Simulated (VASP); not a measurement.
# Be2TeS2 (P-4m2) in VASP: a series of runs, part 4 of 4

VASP 6.6.1. The steps go on from the part before.

## Step 5: Relaxation of cell and atoms, PBE+D3(BJ)

This run uses another cell than the first one, of 18.66 Å³/atom.

The input, INCAR:

```
SYSTEM = Be2TeS2
  PREC = Accurate
  ENCUT = 600
  EDIFF = 1E-6
  ISMEAR = 0
  SIGMA = 0.1
  LREAL = .False.
  LASPH = .True.
  NELM = 100
  ALGO = Normal
  ISIF = 3
  LWAVE = .False.
  LCHARG = .False.
  GGA = PE
  IVDW = 12
  IBRION = 2
  NSW = 90
  EDIFFG = -0.04
```

The input, KPOINTS:

```
regular mesh
0
Gamma
  6 6 2
  0 0 0
```

The input, POSCAR:

```
Be2TeS2
1.0
    3.0826330800      0.0000000000      0.0000000000
    0.0000000000      3.0826330800      0.0000000000
    0.0000000000      0.0000000000      9.8190363200
Be Te S
2 1 2
Direct
    0.0000000000      0.0000000000      0.0000000000
    0.5000000000      0.5000000000      0.0000000000
    0.5000000000      0.5000000000      0.5000000000
    0.5000000000      0.0000000000      0.8796197400
    0.0000000000      0.5000000000      0.1203802600
```

Potentials or basis: VASP PAW PBE potentials, release 64 (Be, Te, S).

Launch:

```sh
$ cat potpaw_PBE.64/Be/POTCAR potpaw_PBE.64/Te/POTCAR potpaw_PBE.64/S/POTCAR > POTCAR
$ mpirun -np 1 vasp_std > vasp.out
```

OUTCAR:

```text
SYSTEM = Be2TeS2
   PREC = Accurate
   ENCUT = 600
   EDIFF = 1E-6
   ISMEAR = 0
   LREAL = .False.
   LASPH = .True.
   NELM = 100
   ISIF = 3
   GGA = PE
   IVDW = 12
   IBRION = 2
   NSW = 90
   EDIFFG = -0.04
 IVDW          = 12

 ion  position               nearest neighbor table
   1  0.000  0.000  0.000-   4 1.94   5 1.94   5 1.94   4 1.94   2 2.18   2 2.18   2 2.18   2 2.18

   2  0.500  0.500  0.000-   4 1.94   5 1.94   4 1.94   5 1.94   1 2.18   1 2.18   1 2.18   1 2.18

   3  0.500  0.500  0.500-
   4  0.500  0.000  0.880-   1 1.94   2 1.94   2 1.94   1 1.94
   5  0.000  0.500  0.120-   1 1.94   2 1.94   1 1.94   2 1.94

  LATTYP: Found a simple tetragonal cell.
 ALAT       =     3.0826330800
 C/A-ratio  =     3.1852757254

  Lattice vectors:

 A1 = (   3.0826330800,   0.0000000000,   0.0000000000)
 A2 = (   0.0000000000,   3.0826330800,   0.0000000000)
 A3 = (   0.0000000000,   0.0000000000,   9.8190363200)

Analysis of symmetry for initial positions (statically):
=====================================================================
 Subroutine PRICEL returns:
 Original cell was already a primitive cell.

 Routine SETGRP: Setting up the symmetry group for a
 simple tetragonal supercell.

 Subroutine GETGRP returns: Found  8 space group operations
 (whereof  8 operations were pure point group operations)
 out of a pool of 16 trial point group operations.

The static configuration has the point symmetry D_2d.

Analysis of symmetry for dynamics (positions and initial velocities):
=====================================================================
 Subroutine PRICEL returns:
 Original cell was already a primitive cell.

 Routine SETGRP: Setting up the symmetry group for a
 simple tetragonal supercell.

 Subroutine GETGRP returns: Found  8 space group operations
 (whereof  8 operations were pure point group operations)
 out of a pool of 16 trial point group operations.

The dynamic configuration has the point symmetry D_2d.

 Subroutine INISYM returns: Found  8 space group operations
 (whereof  8 operations are pure point group operations),
 and found     1 'primitive' translations

----------------------------------------------------------------------------------------

                                     Primitive cell

  volume of cell :      93.3066

  direct lattice vectors                    reciprocal lattice vectors
     3.082633080  0.000000000  0.000000000     0.324397998  0.000000000  0.000000000
     0.000000000  3.082633080  0.000000000     0.000000000  0.324397998  0.000000000
     0.000000000  0.000000000  9.819036320     0.000000000  0.000000000  0.101842988

  length of vectors
     3.082633080  3.082633080  9.819036320     0.324397998  0.324397998  0.101842988

  position of ions in fractional coordinates (direct lattice)
     0.000000000  0.000000000  0.000000000
     0.500000000  0.500000000  0.000000000
     0.500000000  0.500000000  0.500000000
     0.500000000  0.000000000  0.879619740
     0.000000000  0.500000000  0.120380260

  ion indices of the primitive-cell ions
   primitive index   ion index
                 1           1
                 2           2
                 3           3
                 4           4
                 5           5

----------------------------------------------------------------------------------------

 KPOINTS: regular mesh

Automatic generation of k-mesh.
 Grid dimensions read from file:
 generate k-points for:    6    6    2

 Generating k-lattice:

  Cartesian coordinates                     Fractional coordinates (reciprocal lattice)
     0.054066333  0.000000000  0.000000000     0.166666667  0.000000000  0.000000000
     0.000000000  0.054066333  0.000000000     0.000000000  0.166666667  0.000000000
     0.000000000  0.000000000  0.050921494     0.000000000  0.000000000  0.500000000

  Length of vectors
     0.054066333  0.054066333  0.050921494

  Shift w.r.t. Gamma in fractional coordinates (k-lattice)
     0.000000000  0.000000000  0.000000000

 Subroutine IBZKPT returns following result:
 ===========================================

 Found     20 irreducible k-points:

 Following reciprocal coordinates:
            Coordinates               Weight
  0.000000  0.000000  0.000000      1.000000
  0.166667  0.000000  0.000000      4.000000
  0.333333  0.000000  0.000000      4.000000
  0.500000  0.000000  0.000000      2.000000
  0.166667  0.166667  0.000000      4.000000
  0.333333  0.166667  0.000000      8.000000
[... 12 lines left out ...]
  0.500000  0.333333  0.500000      4.000000
  0.500000  0.500000  0.500000      1.000000
   k-points           NKPTS =     20   k-points in BZ     NKDIM =     20   number of bands    NBANDS=     15
   number of dos      NEDOS =    301   number of ions     NIONS =      5
   total plane-waves  NPLWV =  62720
   dimension x,y,z NGX =    28 NGY =   28 NGZ =   80
   dimension x,y,z NGXF=    56 NGYF=   56 NGZF=  160
   ions per type =               2   1   2
   NGX,Y,Z   is equivalent  to a cutoff of  15.10, 15.10, 13.54 a.u.
   NGXF,Y,Z  is equivalent  to a cutoff of  30.20, 30.20, 27.09 a.u.
 SYSTEM =  Be2TeS2
   PREC   = accura    normal or accurate (medium, high low for compatibility)
   ISTART =      0    job   : 0-new  1-cont  2-samecut
   ICHARG =      2    charge: 1-file 2-atom 10-const
   ISPIN  =      1    spin polarized calculation?
   LNONCOLLINEAR =      F non collinear calculations
   LSORBIT =      F    spin-orbit coupling
   LASPH  =      T    aspherical Exc in radial PAW
   ENCUT  =  600.0 eV  44.10 Ry    6.64 a.u.   6.16  6.16 19.61*2*pi/ulx,y,z
   NELM   =    100;   NELMIN=  2; NELMDL= -5     # of ELM steps
   EDIFF  = 0.1E-05   stopping-criterion for ELM
   LREAL  =      F    real-space projection
   EDIFFG = -.4E-01   stopping-criterion for IOM
   NSW    =     90    number of steps for IOM
   IBRION =      2    ionic relax: 0-MD 1-quasi-New 2-CG
   NFREE  =      1    steps in history (QN), initial steepest desc. (CG)
   ISIF   =      3    stress and relaxation
   ISYM   =      2    0-nonsym 1-usesym 2-fastsym
   POTIM  = 0.5000    time-step for ionic-motion
   TEBEG  =    0.0;   TEEND  =   0.0 temperature during run
   PSTRESS=    0.0 pullay stress
   NELECT =      22.0000    total number of electrons
   NUPDOWN=      -1.0000    fix difference up-down
   EMIN   =  10.00;   EMAX   =-10.00  energy-range for DOS
   EFERMI =   0.00;   METHOD = LEGACY
   ISMEAR =     0;   SIGMA  =   0.10  broadening in eV -4-tet -1-fermi 0-gaus
   EFERMI_NEDOS =   21; number of points for ismear=-14 and -15
   IALGO  =     38    algorithm
   IMIX   =      4    mixing-type and parameters
     AMIX     =   0.40;   BMIX     =  1.00
     AMIX_MAG =   1.60;   BMIX_MAG =  1.00
  volume/ion in A,a.u.               =      18.66       125.93
  Fermi-wavevector in a.u.,A,eV,Ry     =   1.011373  1.911219 13.917076  1.022876
  Thomas-Fermi vector in A             =   2.144419
   LORBIT       =      0    0 simple, 1 ext, 2 COOP (PROOUT), +10 PAW based schemes
   GGA     = PE    functional components
   LHFCALC =     F    Hartree Fock is set to
   AEXX    =    0.0000 exact exchange contribution
   IVDW    =    12    specifies the selected vdW correction
   LEPSILON=     F    determine dielectric tensor
   LRPA    =     F    only Hartree local field effects (RPA)
 conjugate gradient relaxation of ions
 non-spin polarized calculation
 Gauss-broadening in eV      SIGMA  =   0.10
  energy-cutoff  :      600.00
  volume of cell :       93.31
 maximum number of plane-waves:      3144
 NGX is ok and might be reduce to    28
   NGX = 13   NGY = 13   NGZ = 39

--------------------------------------- Ionic step        1  -------------------------------------------

 number of electron      22.0000001 magnetization

 Free energy of the ion-electron system (eV)
  ---------------------------------------------------
  ext. energy  EPLUGINS =         0.00000000
  ---------------------------------------------------
  free energy    TOTEN  =       -20.75408565 eV

  energy without entropy =      -20.74674664  energy(sigma->0) =      -20.75041614

 E-fermi :   4.8306     XC(G=0):  -9.0144

 val. band max:        4.7104809013   @ k =   0.1667   0.0000   0.0000
 cond. band min:       4.8670192655   @ k =   0.1667   0.1667   0.5000
 fundamental gap:      0.1565383643
 Fermi energy:         4.8305905342

 k-point     1 :       0.0000    0.0000    0.0000
  band No.  band energies     occupation
      1     -11.2601      2.00000
      2      -9.1349      2.00000
      3      -7.9761      2.00000
      4      -0.6294      2.00000
      5       0.4729      2.00000
      6       0.4729      2.00000
      7       1.1350      2.00000
      8       3.0440      2.00000
      9       4.1884      2.00000
     10       4.1884      2.00000
     11       7.4781      0.00000
     12       7.5956      0.00000
     13       7.5956      0.00000
     14       9.0433      0.00000
     15       9.7081      0.00000
[... 595 lines left out ...]
  energy  without entropy=      -23.2407303671  energy(sigma->0) =      -23.24393746

--------------------------------------- Ionic step        7  -------------------------------------------

 number of electron      22.0000000 magnetization

 Free energy of the ion-electron system (eV)
  ---------------------------------------------------
  ext. energy  EPLUGINS =         0.00000000
  ---------------------------------------------------
  free energy    TOTEN  =       -21.85935322 eV

  energy without entropy =      -21.85295078  energy(sigma->0) =      -21.85615200

 E-fermi :   3.3326     XC(G=0):  -8.4806

 val. band max:        3.1789461342   @ k =   0.1667   0.0000   0.0000
 cond. band min:       3.3750600339   @ k =   0.1667   0.1667   0.5000
 fundamental gap:      0.1961138997
 Fermi energy:         3.3325826888

 k-point     1 :       0.0000    0.0000    0.0000
  band No.  band energies     occupation
      1     -11.3831      2.00000
      2      -9.7439      2.00000
      3      -8.4677      2.00000
      4      -1.5397      2.00000
      5      -0.2681      2.00000
      6      -0.2681      2.00000
      7       0.3299      2.00000
      8       2.0881      2.00000
      9       2.5980      2.00000
     10       2.5980      2.00000
     11       5.4096      0.00000
     12       5.4096      0.00000
     13       6.1761      0.00000
     14       7.8452      0.00000
     15       8.0147      0.00000
[... 376 lines left out ...]
  FREE ENERGIE OF THE ION-ELECTRON SYSTEM (eV)
  ---------------------------------------------------
  free  energy   TOTEN  =       -23.2471478870 eV

  energy  without entropy=      -23.2407454431  energy(sigma->0) =      -23.24394667

 reached required accuracy - stopping structural energy minimisation
```

Run time: 82 s. Hardware: 1 thread of AMD EPYC 9R45 (Zen 5), shared host; peak memory 0.25 GiB.

Results:

```yaml
Free_energy: -23.2471 eV
Relaxed_volume: 21.66 Å³/atom
Relaxed_cell: a = 3.288 Å, b = 3.288 Å, c = 10.014 Å, α = 90.00°, β = 90.00°, γ = 90.00°
Space_group_after_relaxing_to_0.1_Å: P-4m2 (No. 115)
Energy_gained_by_relaxing: 174.1 meV/atom
Ionic_steps: 7
Pressure_after_relaxing: 0.0 GPa
Largest_force_after_relaxing: 0.032 eV/Å
Band_gap_on_the_k_mesh: zero (bands 11 and 12 overlap by 2.34 eV)
Dispersion_energy_per_atom: -0.278 eV
```

Forces on the atoms (eV/Å):
```
Be   0.000  0.000  0.000
Be   0.000  0.000  0.000
Te   0.000  0.000  0.000
S    0.000  0.000 -0.032
S    0.000  0.000  0.032
```

The path:
```csv
step,energy change (eV),largest force (eV/Å),pressure (GPa),volume (Å³)
1,0.0000,3.3099,15.82,93.31
2,-0.2417,2.6693,-7.32,120.45
3,-0.8273,0.4988,0.31,106.49
4,-0.8277,0.4417,0.54,106.21
5,-0.8672,0.0952,0.09,107.70
6,-0.8705,0.0409,-0.06,108.32
7,-0.8705,0.0319,-0.05,108.28
```

Final structure:
```
Be Te S
1.0
     3.28820    0.00000    0.00000
     0.00000    3.28820    0.00000
     0.00000    0.00000   10.01436
Be Te S
2 1 2
Direct
  0.00000 0.00000 0.00000
  0.50000 0.50000 0.00000
  0.50000 0.50000 0.50000
  0.50000 0.00000 0.87321
  0.00000 0.50000 0.12679
```

Caveat: the volume moved by over 15 % at a fixed basis, so the end points are rough; spin-orbit coupling is left out, which moves the levels of the heavy elements.

## Step 6: Single point, PBE+D3(BJ)

This run uses another cell than the first one, of 18.66 Å³/atom.

The input, INCAR:

```
ALGO = Normal
EDIFF = 1E-6
ENCUT = 520
GGA = PE
ISIF = 2
ISMEAR = 0
IVDW = 12
LASPH = T
LCHARG = F
LREAL = F
LWAVE = F
NBANDS = 19
NELM = 100
PREC = Accurate
SIGMA = 0.1
```

The input, KPOINTS:

```
k-points
0
Gamma
  6 6 2
```

POSCAR is that of step 5.

Potentials or basis: VASP PAW PBE potentials, release 64 (Be, Te, S).

Launch:

```sh
$ cat potpaw_PBE.64/Be/POTCAR potpaw_PBE.64/Te/POTCAR potpaw_PBE.64/S/POTCAR > POTCAR
$ mpirun -np 1 vasp_std > vasp.out
```

Run time: 16 s. Hardware: 1 thread of AMD EPYC 9R45 (Zen 5), shared host; peak memory 0.2 GiB.

Results (log left out):

```
Free energy                : -22.3755 eV
Pressure                   : 15.8 GPa
Largest force              : 3.311 eV/Å
Band gap on the k mesh     : zero (bands 11 and 12 overlap by 3.09 eV)
Dispersion energy per atom : -0.325 eV
```

Forces in eV/Å, atoms in the order of the input:
```
Be   0.000  0.000  0.000
Be   0.000  0.000  0.000
Te   0.000  0.000  0.000
S    0.000  0.000 -3.311
S    0.000  0.000  3.311
```

Stress tensor (GPa, compression positive):
```
17.21  0.00  0.00
 0.00 17.21  0.00
 0.00  0.00 12.97
```

Levels at points of the mesh, in eV from the Fermi level:
```tsv
k point	band 8	band 9	band 10	band 11	band 12	band 13	band 14	band 15
(0.00, 0.00, 0.00)	-1.79	-0.64	-0.64	2.65	2.77	2.77	4.21	4.88
(0.50, 0.00, 0.00)	-3.09	-1.94	-1.94	-1.05	3.86	4.44	5.32	5.70
(0.50, 0.50, 0.00)	-4.28	-4.28	-3.59	-3.59	0.76	3.25	3.26	3.26
(0.00, 0.00, 0.50)	-2.67	-0.64	-0.64	2.52	2.77	2.77	4.21	4.89
(0.50, 0.00, 0.50)	-3.13	-1.94	-1.94	-0.86	4.43	4.51	4.91	5.08
(0.50, 0.50, 0.50)	-4.29	-4.29	-3.58	-3.58	0.72	3.19	3.19	3.30
```

Caveat: the cell stands under pressure; spin-orbit coupling is left out, which moves the levels of the heavy elements; forces of over 1 eV/Å act on the atoms, so gaps and moduli don't describe the material at rest.

## Step 7: The runs side by side

| task | cell | k mesh | cutoff (eV) | gap on the mesh (eV) | pressure (GPa) | relaxed volume (Å³/atom) | largest force (eV/Å) |
| --- | --- | --- | --- | --- | --- | --- | --- |
| single point | a = 3.293, b = 3.293, c = 9.859 Å, 5 atoms, atomic positions A | 12 × 12 × 4 | 520 | none | -0.1 | - | 0.01 |
| relaxation of cell and atoms | relaxed from a = 3.285, b = 3.285, c = 9.834 Å, 5 atoms, atomic positions B | 12 × 12 × 4 | 600 | none | 0.0 | 21.34 | 0.01 |
| single point | a = 3.285, b = 3.285, c = 9.834 Å, 5 atoms, atomic positions B | 6 × 6 × 2 | 520 | none | 0.2 | - | 0.04 |
| relaxation of cell and atoms | relaxed from a = 3.083, b = 3.083, c = 9.819 Å, 5 atoms, atomic positions C | 6 × 6 × 2 | 600 | none | 0.0 | 21.66 | 0.03 |
| single point | a = 3.083, b = 3.083, c = 9.819 Å, 5 atoms, atomic positions C | 6 × 6 × 2 | 520 | none | 15.8 | - | 3.31 |

Alike in all rows: level PBE+D3(BJ); potentials or basis VASP PAW PBE potentials, release 64 (Be, Te, S); no spin polarisation; smearing gaussian 0.1 eV.

Caveats: spin-orbit coupling is left out, which moves the levels of the heavy elements; the volume moved by over 15 % at a fixed basis, so the end points are rough (at least some runs); the cell stands under pressure (at least some runs); forces of over 1 eV/Å act on the atoms, so gaps and moduli don't describe the material at rest (at least some runs).

Total energies depend on the potentials used, so only differences within one code and one set of settings carry meaning.

The gap in the log of VASP goes by the Fermi energy; the results here count the filled bands.